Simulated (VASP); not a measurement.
Set up this calculation in VASP 6.6.1, as the native input.

```
Task                   : single point
Functional             : PBEsol
Potentials or basis    : VASP PAW PBE potentials, release 64 (Ag)
Cutoff                 : 520 eV
k mesh                 : 15 × 15 × 15
Occupations            : fermi-dirac, width 0.03 eV
Spin                   : no spin polarisation
Dipole correction      : no
Further INCAR settings : ALGO = Normal; EDIFF = 1e-07; NBANDS = 12
```

The structure of Ag lies in POSCAR:

```
Ag
1.0
    0.0000000000      2.0431000000      2.0839620000
    2.0431000000      0.0000000000      2.0839620000
    2.0431000000      2.0431000000      0.0000000000
Ag
1
Direct
    0.0000000000      0.0000000000      0.0000000000
```

This cell differs from its parent crystal: zz strain of +2 %.

One way to write it, as run:

INCAR

```
PREC = Accurate ; ENCUT = 520
EDIFF = 1E-7 ; ISMEAR = -1
SIGMA = 0.03 ; LREAL = False
LASPH = True ; NELM = 60
ALGO = Normal ; ISIF = 2
LWAVE = False ; LCHARG = True
GGA = PS ; LELF = True
LVHAR = True ; NBANDS = 12
```

KPOINTS

```
Automatic mesh
0
Gamma
  15 15 15
```

Potentials or basis: VASP PAW PBE potentials, release 64 (Ag).

Run with:

```console
$ cat potpaw_PBE.64/Ag/POTCAR > POTCAR
$ mpirun -np 1 vasp_std > vasp.out
```

It gave:

```
Pressure               : -4.8 GPa
Band gap on the k mesh : zero (an odd number of electrons rules out a gap without spin polarisation)
```

Caveat: the cell differs from its parent crystal (zz strain of +2 %); the cell stands under tension; the PAW data sets were made with another functional, which shifts forces and pressure a little.

Wall time 63 s on 1 thread of Intel Xeon 8259CL, on a shared host, peak memory 0.18 GiB.
